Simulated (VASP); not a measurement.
Tc:

```
Tc
1.0
     2.72161    0.00000    0.00000
    -1.36081    2.35698    0.00000
     0.00000    0.00000    4.36848
Tc
2
Direct
  0.66667 0.33333 0.75000
  0.33333 0.66667 0.25000
```

Base run:

* Program: VASP 6.6.1
* Functional: PBEsol
* Potentials or basis: VASP PAW PBE potentials, release 64 (Tc_pv)
* Cutoff: 520 eV
* k mesh: 11 × 11 × 6
* Occupations: fermi-dirac, width 0.05 eV
* Spin: no spin polarisation

Its results: band gap on the k mesh zero (band 13 reaches 14.35 eV, above the bottom of band 14 at 11.13 eV); pressure -1.0 GPa.

**Question.** The run is repeated on the same cell with these changes: functional from PBEsol to r2SCAN; further incar settings from ALGO = Normal; EDIFF = 1e-06; NBANDS = 20 to ALGO = Normal; EDIFF = 1e-07; NBANDS = 20. What comes out?

**Answer.** Band gap on the k mesh zero (band 13 reaches 14.48 eV, above the bottom of band 14 at 11.14 eV); pressure 5.0 GPa.

Caveats: the PAW data sets were made with another functional, which shifts forces and pressure a little.
